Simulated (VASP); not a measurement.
# WS2 (P6_3/mmc) in VASP: settings compared

WS2 is run at these levels: PBE, revPBE+D4, revPBE; tasks: single point.

Program: VASP 6.6.1. These are calculated values, not measurements. Logs are shortened: lines on timing, memory, paths and dates and some standing lists are left out, and cuts for length are marked.

## 1. The cell of the first run

It takes space group P6_3/mmc (No. 194, hexagonal). The conventional cell has a = 3.169 Å, b = 3.169 Å, c = 12.584 Å, α = 90.00°, β = 90.00°, γ = 120.00°. W (site symmetry -6m2) has 6 S at 2.41 Å and 6 W at 3.17 Å within 3.2 Å. S (site symmetry 3m) has 3 W at 2.41 Å and 7 S at 3.15 to 3.17 Å within 3.2 Å.

## 2. Single point, PBE, collinear spin

The input, INCAR:

```
PREC = Accurate
ENCUT = 500
EDIFF = 1E-6
ISMEAR = 0
SIGMA = 0.05
LREAL = False
LASPH = True
NELM = 200
ALGO = Normal
ISIF = 2
LWAVE = False
LCHARG = False
ISPIN = 2
MAGMOM = 0.05 -0.05 0 0 0 0
LORBIT = 11
LMAXMIX = 4
GGA = PE
NBANDS = 39
GGA_COMPAT = False
```

The input, KPOINTS:

```
Automatic mesh
0
Gamma
  8 8 2
```

The input, POSCAR:

```
WS2
1.0
    3.1694215371      0.0000000001      0.0000000000
   -1.5847107686      2.7447995663      0.0000000000
    0.0000000000      0.0000000000     12.5835761080
W S
2 4
Direct
    0.3333333333      0.6666666667      0.2500000000
    0.6666666667      0.3333333333      0.7500000000
    0.3333333333      0.6666666667      0.6249776119
    0.6666666667      0.3333333333      0.1249777138
    0.3333333333      0.6666666667      0.8750223881
    0.6666666667      0.3333333333      0.3750222862
```

Potentials or basis: VASP PAW PBE potentials, release 64 (W_sv, S).

Command:

```bash
> cat potpaw_PBE.64/W_sv/POTCAR potpaw_PBE.64/S/POTCAR > POTCAR
> mpirun -np 1 vasp_std > vasp.out
```

OUTCAR:

```text
PREC = Accurate
   ENCUT = 500
   EDIFF = 1E-6
   ISMEAR = 0
   LREAL = False
   LASPH = True
   NELM = 200
   ISIF = 2
   ISPIN = 2
   LORBIT = 11
   GGA = PE

 ion  position               nearest neighbor table
   1  0.333  0.667  0.250-   4 2.41   6 2.41   4 2.41   6 2.41   4 2.41   6 2.41
   2  0.667  0.333  0.750-   3 2.41   5 2.41   3 2.41   5 2.41   3 2.41   5 2.41
   3  0.333  0.667  0.625-   2 2.41   2 2.41   2 2.41
   4  0.667  0.333  0.125-   1 2.41   1 2.41   1 2.41
   5  0.333  0.667  0.875-   2 2.41   2 2.41   2 2.41
   6  0.667  0.333  0.375-   1 2.41   1 2.41   1 2.41

  LATTYP: Found a hexagonal cell.
 ALAT       =     3.1694215371
 C/A-ratio  =     3.9703068717

  Lattice vectors:

 A1 = (   3.1694215371,   0.0000000001,   0.0000000000)
 A2 = (  -1.5847107686,   2.7447995663,   0.0000000000)
 A3 = (   0.0000000000,   0.0000000000,  12.5835761080)

Analysis of symmetry for initial positions (statically):
=====================================================================
 Subroutine PRICEL returns:
 Original cell was already a primitive cell.

 Routine SETGRP: Setting up the symmetry group for a
 hexagonal supercell.

 Subroutine GETGRP returns: Found 24 space group operations
 (whereof 12 operations were pure point group operations)
 out of a pool of 24 trial point group operations.

The static configuration has the point symmetry D_3d.
 The point group associated with its full space group is D_6h.

Analysis of symmetry for dynamics (positions and initial velocities):
=====================================================================
 Subroutine PRICEL returns:
 Original cell was already a primitive cell.

 Routine SETGRP: Setting up the symmetry group for a
 hexagonal supercell.

 Subroutine GETGRP returns: Found 24 space group operations
 (whereof 12 operations were pure point group operations)
 out of a pool of 24 trial point group operations.

The dynamic configuration has the point symmetry D_3d.
 The point group associated with its full space group is D_6h.

Analysis of structural, dynamic, and magnetic symmetry:
=====================================================================
 Subroutine PRICEL returns:
 Original cell was already a primitive cell.

 Routine SETGRP: Setting up the symmetry group for a
 hexagonal supercell.

 Subroutine GETGRP returns: Found 24 space group operations
 (whereof 12 operations were pure point group operations)
 out of a pool of 24 trial point group operations.

The overall configuration has the point symmetry D_3d.
 The point group associated with its full space group is D_6h.

 Subroutine INISYM returns: Found 24 space group operations
 (whereof 12 operations are pure point group operations),
 and found     1 'primitive' translations

----------------------------------------------------------------------------------------

                                     Primitive cell

  volume of cell :     109.4699

  direct lattice vectors                    reciprocal lattice vectors
     3.169421537  0.000000000  0.000000000     0.315514989  0.182162664  0.000000000
    -1.584710769  2.744799566  0.000000000    -0.000000000  0.364325327  0.000000000
     0.000000000  0.000000000 12.583576108     0.000000000  0.000000000  0.079468665

  length of vectors
     3.169421537  3.169421537 12.583576108     0.364325327  0.364325327  0.079468665

  position of ions in fractional coordinates (direct lattice)
     0.333333333  0.666666667  0.250000000
     0.666666667  0.333333333  0.750000000
     0.333333333  0.666666667  0.624977612
     0.666666667  0.333333333  0.124977714
     0.333333333  0.666666667  0.875022388
     0.666666667  0.333333333  0.375022286

  ion indices of the primitive-cell ions
   primitive index   ion index
                 1           1
                 2           2
                 3           3
                 4           4
                 5           5
                 6           6

----------------------------------------------------------------------------------------

 KPOINTS: Automatic mesh

Automatic generation of k-mesh.
 Grid dimensions read from file:
 generate k-points for:    8    8    2

 Generating k-lattice:

  Cartesian coordinates                     Fractional coordinates (reciprocal lattice)
     0.039439374  0.022770333  0.000000000     0.125000000  0.000000000  0.000000000
    -0.000000000  0.045540666  0.000000000     0.000000000  0.125000000  0.000000000
     0.000000000  0.000000000  0.039734333     0.000000000  0.000000000  0.500000000

  Length of vectors
     0.045540666  0.045540666  0.039734333

  Shift w.r.t. Gamma in fractional coordinates (k-lattice)
     0.000000000  0.000000000  0.000000000

 Subroutine IBZKPT returns following result:
 ===========================================

 Found     20 irreducible k-points:

 Following reciprocal coordinates:
            Coordinates               Weight
  0.000000  0.000000  0.000000      1.000000
  0.125000  0.000000  0.000000      6.000000
  0.250000  0.000000  0.000000      6.000000
  0.375000  0.000000  0.000000      6.000000
  0.500000  0.000000  0.000000      3.000000
  0.125000  0.125000  0.000000      6.000000
[... 12 lines left out ...]
  0.250000  0.250000  0.500000      6.000000
  0.375000  0.250000  0.500000      6.000000
   k-points           NKPTS =     20   k-points in BZ     NKDIM =     20   number of bands    NBANDS=     39
   number of dos      NEDOS =    301   number of ions     NIONS =      6
   total plane-waves  NPLWV =  55296
   dimension x,y,z NGX =    24 NGY =   24 NGZ =   96
   dimension x,y,z NGXF=    48 NGYF=   48 NGZF=  192
   ions per type =               2   4
   NGX,Y,Z   is equivalent  to a cutoff of  12.59, 12.59, 12.68 a.u.
   NGXF,Y,Z  is equivalent  to a cutoff of  25.18, 25.18, 25.37 a.u.
 SYSTEM =  unknown system
   PREC   = accura    normal or accurate (medium, high low for compatibility)
   ISTART =      0    job   : 0-new  1-cont  2-samecut
   ICHARG =      2    charge: 1-file 2-atom 10-const
   ISPIN  =      2    spin polarized calculation?
   LNONCOLLINEAR =      F non collinear calculations
   LSORBIT =      F    spin-orbit coupling
   LASPH  =      T    aspherical Exc in radial PAW
   ENCUT  =  500.0 eV  36.75 Ry    6.06 a.u.   5.78  5.78 22.94*2*pi/ulx,y,z
   NELM   =    200;   NELMIN=  2; NELMDL= -5     # of ELM steps
   EDIFF  = 0.1E-05   stopping-criterion for ELM
   LREAL  =      F    real-space projection
   EDIFFG = 0.1E-04   stopping-criterion for IOM
   NSW    =      0    number of steps for IOM
   IBRION =     -1    ionic relax: 0-MD 1-quasi-New 2-CG
   NFREE  =      0    steps in history (QN), initial steepest desc. (CG)
   ISIF   =      2    stress and relaxation
   ISYM   =      2    0-nonsym 1-usesym 2-fastsym
   POTIM  = 0.5000    time-step for ionic-motion
   TEBEG  =    0.0;   TEEND  =   0.0 temperature during run
   PSTRESS=    0.0 pullay stress
   NELECT =      52.0000    total number of electrons
   NUPDOWN=      -1.0000    fix difference up-down
   EMIN   =  10.00;   EMAX   =-10.00  energy-range for DOS
   EFERMI =   0.00;   METHOD = LEGACY
   ISMEAR =     0;   SIGMA  =   0.05  broadening in eV -4-tet -1-fermi 0-gaus
   EFERMI_NEDOS =   21; number of points for ismear=-14 and -15
   IALGO  =     38    algorithm
   IMIX   =      4    mixing-type and parameters
     AMIX     =   0.40;   BMIX     =  1.00
     AMIX_MAG =   1.60;   BMIX_MAG =  1.00
  volume/ion in A,a.u.               =      18.24       123.12
  Fermi-wavevector in a.u.,A,eV,Ry     =   1.277353  2.413848 22.199694  1.631631
  Thomas-Fermi vector in A             =   2.409958
   LORBIT       =     11    0 simple, 1 ext, 2 COOP (PROOUT), +10 PAW based schemes
   GGA     = PE    functional components
   LHFCALC =     F    Hartree Fock is set to
   AEXX    =    0.0000 exact exchange contribution
   IVDW    =     0    specifies the selected vdW correction
   LEPSILON=     F    determine dielectric tensor
   LRPA    =     F    only Hartree local field effects (RPA)
 spin polarized calculation
 Gauss-broadening in eV      SIGMA  =   0.05
  energy-cutoff  :      500.00
  volume of cell :      109.47
 maximum number of plane-waves:      2796
 NGX is ok and might be reduce to    24
   NGX = 11   NGY = 11   NGZ = 45

 number of electron      52.0000002 magnetization      -0.0000000

 Free energy of the ion-electron system (eV)
  ---------------------------------------------------
  ext. energy  EPLUGINS =         0.00000000
  ---------------------------------------------------
  free energy    TOTEN  =       -47.28435150 eV

  energy without entropy =      -47.28435150  energy(sigma->0) =      -47.28435150

 E-fermi :   7.2795     XC(G=0): -10.7715

 val. band max:        7.0500523270   @ k =   0.0000   0.0000   0.0000
 cond. band min:       8.2916960681   @ k =   0.2500   0.1250   0.0000
 fundamental gap:      1.2416437411
 Fermi energy:         7.2795442686

 spin component 1

 k-point     1 :       0.0000    0.0000    0.0000
  band No.  band energies     occupation
      1     -67.5122      1.00000
      2     -67.5121      1.00000
      3     -31.7562      1.00000
      4     -31.7560      1.00000
      5     -31.5937      1.00000
      6     -31.5937      1.00000
[... 30 lines left out ...]
     37      14.9966      0.00000
     38      15.3387      0.00000

 k-point     2 :       0.1250    0.0000    0.0000
  band No.  band energies     occupation
      1     -67.5096      1.00000
      2     -67.5095      1.00000
      3     -31.7468      1.00000
      4     -31.7467      1.00000
      5     -31.6454      1.00000
      6     -31.6453      1.00000
[... 30 lines left out ...]
     37      15.3981      0.00000
     38      15.8352      0.00000
[... 695 lines left out ...]
     37      14.7038      0.00000
     38      14.7039      0.00000

 k-point    20 :       0.3750    0.2500    0.5000
  band No.  band energies     occupation
      1     -67.4926      1.00000
      2     -67.4925      1.00000
      3     -31.8787      1.00000
      4     -31.8786      1.00000
      5     -31.7810      1.00000
      6     -31.7809      1.00000
[... 30 lines left out ...]
     37      14.2571      0.00000
     38      14.2572      0.00000
 Fermi energy:         7.2795442686

 spin component 2

 k-point     1 :       0.0000    0.0000    0.0000
  band No.  band energies     occupation
      1     -67.5122      1.00000
      2     -67.5121      1.00000
      3     -31.7562      1.00000
      4     -31.7560      1.00000
      5     -31.5937      1.00000
      6     -31.5937      1.00000
[... 30 lines left out ...]
     37      14.9966      0.00000
     38      15.3387      0.00000

 k-point     2 :       0.1250    0.0000    0.0000
  band No.  band energies     occupation
      1     -67.5096      1.00000
      2     -67.5095      1.00000
      3     -31.7468      1.00000
      4     -31.7467      1.00000
      5     -31.6454      1.00000
      6     -31.6453      1.00000
[... 30 lines left out ...]
     37      15.3981      0.00000
     38      15.8352      0.00000
[... 695 lines left out ...]
     37      14.7039      0.00000
     38      14.7039      0.00000

 k-point    20 :       0.3750    0.2500    0.5000
  band No.  band energies     occupation
      1     -67.4927      1.00000
      2     -67.4925      1.00000
      3     -31.8787      1.00000
      4     -31.8786      1.00000
      5     -31.7810      1.00000
      6     -31.7809      1.00000
[... 30 lines left out ...]
     37      14.2571      0.00000
     38      14.2571      0.00000
 [bands above 38 left out]

------------------------ aborting loop because EDIFF is reached ----------------------------------------

  FORCE on cell =-STRESS in cart. coord.  units (eV):
  Direction    XX          YY          ZZ          XY          YZ          ZX
  --------------------------------------------------------------------------------------
  -------------------------------------------------------------------------------------
  Total        1.4379805      1.4379805      1.4431643      0.0000000     -0.0000000      0.0000000
  in kB       21.0459658     21.0459658     21.1218342      0.0000000     -0.0000000      0.0000000
  external PRESSURE =      21.0712552 kB  Pullay stress =       0.0000000 kB

 VOLUME and BASIS-vectors are now :
 -----------------------------------------------------------------------------
  energy-cutoff  :      500.00
  volume of cell :      109.47
      direct lattice vectors                 reciprocal lattice vectors
     3.169421537  0.000000000  0.000000000     0.315514989  0.182162664  0.000000000
    -1.584710769  2.744799566  0.000000000    -0.000000000  0.364325327  0.000000000
     0.000000000  0.000000000 12.583576108     0.000000000  0.000000000  0.079468665

 POSITION                                       TOTAL-FORCE (eV/Angst)
 -----------------------------------------------------------------------------------
     -0.00000      1.82987      3.14589         0.000000     -0.000000     -0.000000
      1.58471      0.91493      9.43768        -0.000000      0.000000     -0.000000
     -0.00000      1.82987      7.86445         0.000000     -0.000000     -0.000835
      1.58471      0.91493      1.57267         0.000000      0.000000     -0.000835
     -0.00000      1.82987     11.01091         0.000000     -0.000000      0.000835
      1.58471      0.91493      4.71912        -0.000000      0.000000      0.000835
 -----------------------------------------------------------------------------------
    total drift:                               -0.000000      0.000000     -0.000000

  FREE ENERGIE OF THE ION-ELECTRON SYSTEM (eV)
  ---------------------------------------------------
  free  energy   TOTEN  =       -47.2843514960 eV

  energy  without entropy=      -47.2843514960  energy(sigma->0) =      -47.28435150

 total charge

# of ion       s       p       d       tot
------------------------------------------
    1        2.319   6.326   3.372  12.018
    2        2.319   6.326   3.372  12.018
    3        1.359   2.363   0.000   3.722
    4        1.359   2.363   0.000   3.722
    5        1.359   2.363   0.000   3.722
    6        1.359   2.363   0.000   3.722
--------------------------------------------------
tot         10.077  22.104   6.745  38.925

 magnetization (x)

# of ion       s       p       d       tot
------------------------------------------
    1        0.000  -0.000  -0.000   0.000
    2       -0.000   0.000   0.000  -0.000
    3        0.000   0.000   0.000   0.000
    4       -0.000  -0.000   0.000  -0.000
    5        0.000   0.000   0.000   0.000
    6       -0.000  -0.000   0.000  -0.000
--------------------------------------------------
tot          0.000   0.000   0.000   0.000
```

Wall time 2.7 min (1 thread of Oxide Virtual Turin-like, shared host); peak memory 0.29 GiB.

What came out:

| Item | Value |
| --- | --- |
| Free energy | -47.2844 eV |
| Pressure | 2.1 GPa |
| Band gap on the k mesh | 1.24 eV (least direct gap 2.24 eV) |
| Net moment | 0.00 μB per cell |
| Valence electrons inside the program's atomic spheres | W 12.02; S 3.72 |

Levels at points of the mesh, in eV from the valence-band top:
Spin up:
```csv
k point,band 24,band 25,band 26,band 27,band 28,band 29
"(0.00, 0.00, 0.00)",-1.59,-1.08,0.00,2.35,2.35,2.36
"(0.50, 0.00, 0.00)",-1.73,-1.60,-1.45,2.34,2.38,2.66
"(0.00, 0.00, 0.50)",-2.14,-0.31,-0.31,2.35,2.35,2.35
"(0.50, 0.00, 0.50)",-1.81,-1.51,-1.51,2.36,2.36,2.80
```
Spin down:
```csv
k point,band 24,band 25,band 26,band 27,band 28,band 29
"(0.00, 0.00, 0.00)",-1.59,-1.08,0.00,2.35,2.35,2.36
"(0.50, 0.00, 0.00)",-1.73,-1.60,-1.45,2.34,2.38,2.66
"(0.00, 0.00, 0.50)",-2.14,-0.31,-0.31,2.35,2.35,2.35
"(0.50, 0.00, 0.50)",-1.81,-1.51,-1.51,2.36,2.36,2.80
```

Caveat: spin-orbit coupling is left out, which moves the levels of the heavy elements; this functional lacks dispersion, which binds layers or chains, so the pressure and a relaxed spacing across them are unreliable.

(Part 1 of 2 ends here.)
